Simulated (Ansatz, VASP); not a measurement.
# Sc3H2: VASP beside Ansatz

File INCAR:

```
SYSTEM = Sc3H2
  ALGO = Normal
  EDIFF = 1E-6
  ENCUT = 520
  GGA = PE
  ISIF = 2
  ISMEAR = 0
  LASPH = .TRUE.
  LCHARG = .TRUE.
  LELF = .TRUE.
  LREAL = .FALSE.
  LVHAR = .TRUE.
  LWAVE = .FALSE.
  NBANDS = 46
  NELM = 60
  PREC = Accurate
  SIGMA = 0.1
```

File KPOINTS:

```
k-points
0
G
  6 6 6
  0 0 0
```

POSCAR

```
Sc3H2
1.0
    2.8283388279      1.6329421836      5.1480014002
   -2.8283388279      1.6329421836      5.1480014002
    0.0000000000     -3.2658843674      5.1480014002
Sc H
6 4
Direct
    0.0562500000      0.4437500000      0.7500000000
    0.7500000000      0.0562500000      0.4437500000
    0.4437500000      0.7500000000      0.0562500000
    0.9437500000      0.5562500000      0.2500000000
    0.2500000000      0.9437500000      0.5562500000
    0.5562500000      0.2500000000      0.9437500000
    0.8521800000      0.8521800000      0.8521800000
    0.6478200000      0.6478200000      0.6478200000
    0.1478200000      0.1478200000      0.1478200000
    0.3521800000      0.3521800000      0.3521800000
```

Input for Ansatz:

```yaml
crystal:
  lattice:
    - [2.8283388279, 1.6329421836, 5.1480014002]
    - [-2.8283388279, 1.6329421836, 5.1480014002]
    - [0.0, -3.2658843674, 5.1480014002]
  atoms:
    - { symbol: Sc, position: [0.05625, 0.44375, 0.75] }
    - { symbol: Sc, position: [0.75, 0.05625, 0.44375] }
    - { symbol: Sc, position: [0.44375, 0.75, 0.05625] }
    - { symbol: Sc, position: [0.94375, 0.55625, 0.25] }
    - { symbol: Sc, position: [0.25, 0.94375, 0.55625] }
    - { symbol: Sc, position: [0.55625, 0.25, 0.94375] }
    - { symbol: H, position: [0.85218, 0.85218, 0.85218] }
    - { symbol: H, position: [0.64782, 0.64782, 0.64782] }
    - { symbol: H, position: [0.14782, 0.14782, 0.14782] }
    - { symbol: H, position: [0.35218, 0.35218, 0.35218] }
basis:
  ecutwfc: 420
kpoints:
  mp_grid: { grid: [6, 6, 6] }
hamiltonian:
  xc: pbe
scf:
  occupations: { method: gaussian, width: 0.1 }
  lower_state_search: "off"
output:
  forces: true
  stress: true
  eigenvalues: true
```

Alike in both runs: task single point; functional PBE; k mesh 6 × 6 × 6; occupations gaussian, width 0.1 eV; no spin polarisation.

|  | VASP | Ansatz |
| --- | --- | --- |
| version | VASP 6.6.1 | Ansatz 0.2.0 |
| potentials or method | VASP PAW PBE potentials, release 64 (Sc_sv, H), cutoff 520 eV | scalar-relativistic, plane waves, PAW |
| valence electrons in the cell | 70 | 70 |

|  | VASP | Ansatz | Ansatz less VASP |
| --- | --- | --- | --- |
| gap on the k mesh at the Fermi level (eV) | none | none | - |
| pressure (GPa) | 3.2 | 3.1 | -0.07 |
| traceless stress, the component that is largest in VASP (GPa) | -4.01 | -4.01 | 0.000 |
| rms of the force components (eV/Å) | 0.647 | 0.646 | -0.0017 |

Atom by atom the forces differ by 0.002 eV/Å (rms over components). A gap of «none» marks a metal or a gap that the smearing closes.
